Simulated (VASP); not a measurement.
# H8Os3 (Pm-3m) in VASP: notebook

Runs on H8Os3. Level: PBE. Tasks: single point.

Program: VASP 6.6.1. These are calculated values, not measurements. Logs are shortened: lines on timing, memory, paths and dates and some standing lists are left out, and cuts for length are marked.

## 1. The cell of the first run

It takes space group Pm-3m (No. 221, cubic). Conventional cell: a = 5.235 Å, b = 5.235 Å, c = 5.235 Å, α = 90.00°, β = 90.00°, γ = 90.00°. H (site symmetry 4mm) has 1 H at 1.04 Å within 1.4 Å. H (site symmetry m-3m) has 6 H at 1.04 Å within 1.4 Å. Within 4.9 Å of H (site symmetry m-3m) lie 12 Os at 3.70 Å and 32 H at 4.02 to 4.53 Å. Os (site symmetry 4/mmm) has 2 H at 1.57 Å within 2.1 Å.

The cell was built from a structure type or drawn by symmetry, and may not be a known phase.

## 2. Single point, PBE

Input file INCAR:

```
  PREC = Accurate
  ENCUT = 500
  EDIFF = 1E-6
  ISMEAR = 0
  SIGMA = 0.1
  LREAL = False
  LASPH = True
  NELM = 120
  ALGO = Normal
  ISIF = 2
  LWAVE = False
  LCHARG = False
  GGA = PE
  NBANDS = 39
  GGA_COMPAT = False
```

Input file KPOINTS:

```
regular mesh
0
Gamma
  4 4 4
```

Input file POSCAR:

```
H8Os3
1.0
    5.2352480093      0.0000000000      0.0000000000
    0.0000000000      5.2352480093      0.0000000000
    0.0000000000      0.0000000000      5.2352480093
H Os
8 3
Direct
    0.1995417314      0.0000000000      0.0000000000
    0.8004582686      0.0000000000      0.0000000000
    0.0000000000      0.1995417314      0.0000000000
    0.0000000000      0.8004582686      0.0000000000
    0.0000000000      0.0000000000      0.1995417314
    0.0000000000      0.0000000000      0.8004582686
    0.0000000000      0.0000000000      0.0000000000
    0.5000000000      0.5000000000      0.5000000000
    0.5000000000      0.0000000000      0.0000000000
    0.0000000000      0.5000000000      0.0000000000
    0.0000000000      0.0000000000      0.5000000000
```

Potentials or basis: VASP PAW PBE potentials, release 64 (H, Os_sv_GW).

On the command line:

```bash
$ cat potpaw_PBE.64/H/POTCAR potpaw_PBE.64/Os_sv_GW/POTCAR > POTCAR
$ mpirun -np 1 vasp_std > vasp.out
```

OUTCAR:

```text
PREC = Accurate
   ENCUT = 500
   EDIFF = 1E-6
   ISMEAR = 0
   LREAL = False
   LASPH = True
   NELM = 120
   ISIF = 2
   GGA = PE

 ion  position               nearest neighbor table
   1  0.200  0.000  0.000-   9 1.57
   2  0.800  0.000  0.000-   9 1.57
   3  0.000  0.200  0.000-  10 1.57
   4  0.000  0.800  0.000-  10 1.57
   5  0.000  0.000  0.200-  11 1.57
   6  0.000  0.000  0.800-  11 1.57
   7  0.000  0.000  0.000-
   8  0.500  0.500  0.500-
   9  0.500  0.000  0.000-   1 1.57   2 1.57
  10  0.000  0.500  0.000-   3 1.57   4 1.57
  11  0.000  0.000  0.500-   5 1.57   6 1.57

  LATTYP: Found a simple cubic cell.
 ALAT       =     5.2352480093

  Lattice vectors:

 A1 = (   5.2352480093,   0.0000000000,   0.0000000000)
 A2 = (   0.0000000000,   5.2352480093,   0.0000000000)
 A3 = (   0.0000000000,   0.0000000000,   5.2352480093)

Analysis of symmetry for initial positions (statically):
=====================================================================
 Subroutine PRICEL returns:
 Original cell was already a primitive cell.

 Routine SETGRP: Setting up the symmetry group for a
 simple cubic supercell.

 Subroutine GETGRP returns: Found 48 space group operations
 (whereof 48 operations were pure point group operations)
 out of a pool of 48 trial point group operations.

The static configuration has the point symmetry O_h .

Analysis of symmetry for dynamics (positions and initial velocities):
=====================================================================
 Subroutine PRICEL returns:
 Original cell was already a primitive cell.

 Routine SETGRP: Setting up the symmetry group for a
 simple cubic supercell.

 Subroutine GETGRP returns: Found 48 space group operations
 (whereof 48 operations were pure point group operations)
 out of a pool of 48 trial point group operations.

The dynamic configuration has the point symmetry O_h .

 Subroutine INISYM returns: Found 48 space group operations
 (whereof 48 operations are pure point group operations),
 and found     1 'primitive' translations

----------------------------------------------------------------------------------------

                                     Primitive cell

  volume of cell :     143.4867

  direct lattice vectors                    reciprocal lattice vectors
     5.235248009  0.000000000  0.000000000     0.191012918  0.000000000  0.000000000
     0.000000000  5.235248009  0.000000000     0.000000000  0.191012918  0.000000000
     0.000000000  0.000000000  5.235248009     0.000000000  0.000000000  0.191012918

  length of vectors
     5.235248009  5.235248009  5.235248009     0.191012918  0.191012918  0.191012918

  position of ions in fractional coordinates (direct lattice)
     0.199541731  0.000000000  0.000000000
     0.800458269  0.000000000  0.000000000
     0.000000000  0.199541731  0.000000000
     0.000000000  0.800458269  0.000000000
     0.000000000  0.000000000  0.199541731
     0.000000000  0.000000000  0.800458269
     0.000000000  0.000000000  0.000000000
     0.500000000  0.500000000  0.500000000
     0.500000000  0.000000000  0.000000000
     0.000000000  0.500000000  0.000000000
     0.000000000  0.000000000  0.500000000

  ion indices of the primitive-cell ions
   primitive index   ion index
                 1           1
                 2           2
                 3           3
                 4           4
                 5           5
                 6           6
                 7           7
                 8           8
                 9           9
                10          10
                11          11

----------------------------------------------------------------------------------------

 KPOINTS: regular mesh

Automatic generation of k-mesh.
 Grid dimensions read from file:
 generate k-points for:    4    4    4

 Generating k-lattice:

  Cartesian coordinates                     Fractional coordinates (reciprocal lattice)
     0.047753230  0.000000000  0.000000000     0.250000000  0.000000000  0.000000000
     0.000000000  0.047753230  0.000000000     0.000000000  0.250000000  0.000000000
     0.000000000  0.000000000  0.047753230     0.000000000  0.000000000  0.250000000

  Length of vectors
     0.047753230  0.047753230  0.047753230

  Shift w.r.t. Gamma in fractional coordinates (k-lattice)
     0.000000000  0.000000000  0.000000000

 Subroutine IBZKPT returns following result:
 ===========================================

 Found     10 irreducible k-points:

 Following reciprocal coordinates:
            Coordinates               Weight
  0.000000  0.000000  0.000000      1.000000
  0.250000  0.000000  0.000000      6.000000
  0.500000  0.000000  0.000000      3.000000
  0.250000  0.250000  0.000000     12.000000
  0.500000  0.250000  0.000000     12.000000
  0.500000  0.500000  0.000000      3.000000
  0.250000  0.250000  0.250000      8.000000
  0.500000  0.250000  0.250000     12.000000
  0.500000  0.500000  0.250000      6.000000
  0.500000  0.500000  0.500000      1.000000
   k-points           NKPTS =     10   k-points in BZ     NKDIM =     10   number of bands    NBANDS=     39
   number of dos      NEDOS =    301   number of ions     NIONS =     11
   total plane-waves  NPLWV =  64000
   dimension x,y,z NGX =    40 NGY =   40 NGZ =   40
   dimension x,y,z NGXF=    80 NGYF=   80 NGZF=   80
   ions per type =               8   3
   NGX,Y,Z   is equivalent  to a cutoff of  12.70, 12.70, 12.70 a.u.
   NGXF,Y,Z  is equivalent  to a cutoff of  25.40, 25.40, 25.40 a.u.
 SYSTEM =  unknown system
   PREC   = accura    normal or accurate (medium, high low for compatibility)
   ISTART =      0    job   : 0-new  1-cont  2-samecut
   ICHARG =      2    charge: 1-file 2-atom 10-const
   ISPIN  =      1    spin polarized calculation?
   LNONCOLLINEAR =      F non collinear calculations
   LSORBIT =      F    spin-orbit coupling
   LASPH  =      T    aspherical Exc in radial PAW
   ENCUT  =  500.0 eV  36.75 Ry    6.06 a.u.   9.55  9.55  9.55*2*pi/ulx,y,z
   NELM   =    120;   NELMIN=  2; NELMDL= -5     # of ELM steps
   EDIFF  = 0.1E-05   stopping-criterion for ELM
   LREAL  =      F    real-space projection
   EDIFFG = 0.1E-04   stopping-criterion for IOM
   NSW    =      0    number of steps for IOM
   IBRION =     -1    ionic relax: 0-MD 1-quasi-New 2-CG
   NFREE  =      0    steps in history (QN), initial steepest desc. (CG)
   ISIF   =      2    stress and relaxation
   ISYM   =      2    0-nonsym 1-usesym 2-fastsym
   POTIM  = 0.5000    time-step for ionic-motion
   TEBEG  =    0.0;   TEEND  =   0.0 temperature during run
   PSTRESS=    0.0 pullay stress
   NELECT =      56.0000    total number of electrons
   NUPDOWN=      -1.0000    fix difference up-down
   EMIN   =  10.00;   EMAX   =-10.00  energy-range for DOS
   EFERMI =   0.00;   METHOD = LEGACY
   ISMEAR =     0;   SIGMA  =   0.10  broadening in eV -4-tet -1-fermi 0-gaus
   EFERMI_NEDOS =   21; number of points for ismear=-14 and -15
   IALGO  =     38    algorithm
   IMIX   =      4    mixing-type and parameters
     AMIX     =   0.40;   BMIX     =  1.00
     AMIX_MAG =   1.60;   BMIX_MAG =  1.00
  volume/ion in A,a.u.               =      13.04        88.03
  Fermi-wavevector in a.u.,A,eV,Ry     =   1.196374  2.260819 19.474160  1.431310
  Thomas-Fermi vector in A             =   2.332316
   LORBIT       =      0    0 simple, 1 ext, 2 COOP (PROOUT), +10 PAW based schemes
   GGA     = PE    functional components
   LHFCALC =     F    Hartree Fock is set to
   AEXX    =    0.0000 exact exchange contribution
   IVDW    =     0    specifies the selected vdW correction
   LEPSILON=     F    determine dielectric tensor
   LRPA    =     F    only Hartree local field effects (RPA)
 non-spin polarized calculation
 Gauss-broadening in eV      SIGMA  =   0.10
  energy-cutoff  :      500.00
  volume of cell :      143.49
 maximum number of plane-waves:      3743
 NGX is ok and might be reduce to    40
   NGX = 19   NGY = 19   NGZ = 19

 number of electron      55.9999991 magnetization

 Free energy of the ion-electron system (eV)
  ---------------------------------------------------
  ext. energy  EPLUGINS =         0.00000000
  ---------------------------------------------------
  free energy    TOTEN  =       -36.41130104 eV

  energy without entropy =      -36.29358982  energy(sigma->0) =      -36.35244543

 E-fermi :   1.3299     XC(G=0):  -8.8739

 val. band max:        1.3271874720   @ k =   0.5000   0.2500   0.0000
 cond. band min:       1.3708688097   @ k =   0.2500   0.0000   0.0000
 fundamental gap:      0.0436813376
 Fermi energy:         1.3299284292

 k-point     1 :       0.0000    0.0000    0.0000
  band No.  band energies     occupation
      1     -84.0178      2.00000
      2     -84.0170      2.00000
      3     -84.0170      2.00000
      4     -43.7789      2.00000
      5     -43.7789      2.00000
      6     -43.7789      2.00000
[... 31 lines left out ...]
     38       6.0235      0.00000
     39       8.9368      0.00000

 k-point     2 :       0.2500    0.0000    0.0000
  band No.  band energies     occupation
      1     -84.0174      2.00000
      2     -84.0168      2.00000
      3     -84.0168      2.00000
      4     -43.7784      2.00000
      5     -43.7784      2.00000
      6     -43.7784      2.00000
[... 325 lines left out ...]
     38       5.4589      0.00000
     39       9.4851      0.00000

 k-point    10 :       0.5000    0.5000    0.5000
  band No.  band energies     occupation
      1     -84.0169      2.00000
      2     -84.0169      2.00000
      3     -84.0169      2.00000
      4     -43.8012      2.00000
      5     -43.7671      2.00000
      6     -43.7671      2.00000
[... 31 lines left out ...]
     38       5.3691      0.00000
     39      10.0451      0.00000

------------------------ aborting loop because EDIFF is reached ----------------------------------------

  FORCE on cell =-STRESS in cart. coord.  units (eV):
  Direction    XX          YY          ZZ          XY          YZ          ZX
  --------------------------------------------------------------------------------------
  -------------------------------------------------------------------------------------
  Total       -0.8494718     -0.8494718     -0.8494718     -0.0000000     -0.0000000      0.0000000
  in kB       -9.4852273     -9.4852273     -9.4852273     -0.0000000     -0.0000000      0.0000000
  external PRESSURE =      -9.4852273 kB  Pullay stress =       0.0000000 kB

 VOLUME and BASIS-vectors are now :
 -----------------------------------------------------------------------------
  energy-cutoff  :      500.00
  volume of cell :      143.49
      direct lattice vectors                 reciprocal lattice vectors
     5.235248009  0.000000000  0.000000000     0.191012918  0.000000000  0.000000000
     0.000000000  5.235248009  0.000000000     0.000000000  0.191012918  0.000000000
     0.000000000  0.000000000  5.235248009     0.000000000  0.000000000  0.191012918

 POSITION                                       TOTAL-FORCE (eV/Angst)
 -----------------------------------------------------------------------------------
      1.04465      0.00000      0.00000         0.000737     -0.000000      0.000000
      4.19060      0.00000      0.00000        -0.000737      0.000000     -0.000000
      0.00000      1.04465      0.00000         0.000000      0.000737      0.000000
      0.00000      4.19060      0.00000         0.000000     -0.000737     -0.000000
      0.00000      0.00000      1.04465        -0.000000     -0.000000      0.000737
      0.00000      0.00000      4.19060         0.000000      0.000000     -0.000737
      0.00000      0.00000      0.00000         0.000000      0.000000      0.000000
      2.61762      2.61762      2.61762         0.000000      0.000000      0.000000
      2.61762      0.00000      0.00000         0.000000      0.000000      0.000000
      0.00000      2.61762      0.00000         0.000000      0.000000      0.000000
      0.00000      0.00000      2.61762         0.000000      0.000000      0.000000
 -----------------------------------------------------------------------------------
    total drift:                                0.000000      0.000000     -0.000000

  FREE ENERGIE OF THE ION-ELECTRON SYSTEM (eV)
  ---------------------------------------------------
  free  energy   TOTEN  =       -36.4113010358 eV

  energy  without entropy=      -36.2935898180  energy(sigma->0) =      -36.35244543
```

Run time: 49 s. Hardware: 1 thread of Intel Xeon Platinum 8488C (Sapphire Rapids), shared host; peak memory 0.26 GiB.

Results:

```
Free energy            : -36.4113 eV
Pressure               : -0.9 GPa
Band gap on the k mesh : zero (bands 28 and 29 overlap by 0.47 eV)
```

Caveat: spin-orbit coupling is left out, which moves the levels of the heavy elements.

## 3. Single point, PBE

This run uses another cell than the first one, of 13.07 Å³/atom.

Input file INCAR:

```
SYSTEM = H8Os3
PREC     = Accurate       ! precision mode
ENCUT    = 500            ! plane-wave cutoff, eV
EDIFF    = 1E-6           ! SCF threshold, eV
ISMEAR   = 0              ! smearing method
SIGMA    = 0.1            ! smearing width, eV
LREAL    = .FALSE.        ! projectors in reciprocal space
LASPH    = .TRUE.         ! aspherical terms in the spheres
NELM     = 120            ! most SCF steps
ALGO     = Normal         ! electronic algorithm
ISIF     = 2              ! what is computed and relaxed
LWAVE    = .FALSE.        ! write WAVECAR
LCHARG   = .FALSE.        ! write CHGCAR
GGA      = PE             ! functional
NBANDS   = 39             ! bands
GGA_COMPAT= .FALSE.
```

Input file KPOINTS:

```
Automatic mesh
0
G
  8 8 8
  0 0 0
```

Input file POSCAR:

```
H8Os3
1.0
    5.2388815863      0.0000000000      0.0000000000
    0.0000000000      5.2388815863      0.0000000000
    0.0000000000      0.0000000000      5.2388815863
H Os
8 3
Direct
    0.1995491695      0.0000000000      0.0000000000
    0.8004508305      0.0000000000      0.0000000000
    0.0000000000      0.1995491695      0.0000000000
    0.0000000000      0.8004508305      0.0000000000
    0.0000000000      0.0000000000      0.1995491695
    0.0000000000      0.0000000000      0.8004508305
    0.0000000000      0.0000000000      0.0000000000
    0.5000000000      0.5000000000      0.5000000000
    0.5000000000      0.0000000000      0.0000000000
    0.0000000000      0.5000000000      0.0000000000
    0.0000000000      0.0000000000      0.5000000000
```

Potentials or basis: VASP PAW PBE potentials, release 64 (H, Os_sv_GW).

On the command line:

```bash
$ cat potpaw_PBE.64/H/POTCAR potpaw_PBE.64/Os_sv_GW/POTCAR > POTCAR
$ mpirun -np 1 vasp_std > vasp.out
```

Wall time 2 min (1 thread of Intel Xeon 6975P-C (Granite Rapids), shared host); peak memory 0.34 GiB.

It converged, with:

```
Free energy            : -36.4079 eV
Pressure               : -0.9 GPa
Largest force          : 0.011 eV/Å
Band gap on the k mesh : zero (bands 28 and 29 overlap by 0.46 eV)
```

Forces on the atoms (eV/Å):
```
H   -0.011  0.000  0.000
H    0.011  0.000  0.000
H    0.000 -0.011  0.000
H    0.000  0.011  0.000
H    0.000  0.000 -0.011
H    0.000  0.000  0.011
H    0.000  0.000  0.000
H    0.000  0.000  0.000
Os   0.000  0.000  0.000
Os   0.000  0.000  0.000
Os   0.000  0.000  0.000
```

Levels at points of the mesh, in eV from the Fermi level:
```tsv
k point	band 26	band 27	band 28	band 29	band 30	band 31
(0.00, 0.00, 0.00)	-0.17	-0.17	-0.17	0.19	0.19	0.19
(0.50, 0.00, 0.00)	-0.28	-0.20	-0.20	-0.19	-0.19	-0.13
(0.50, 0.50, 0.00)	-0.55	-0.35	-0.28	0.07	0.11	0.13
(0.50, 0.50, 0.50)	0.27	0.27	0.27	0.27	0.90	0.90
```

Caveat: spin-orbit coupling is left out, which moves the levels of the heavy elements.
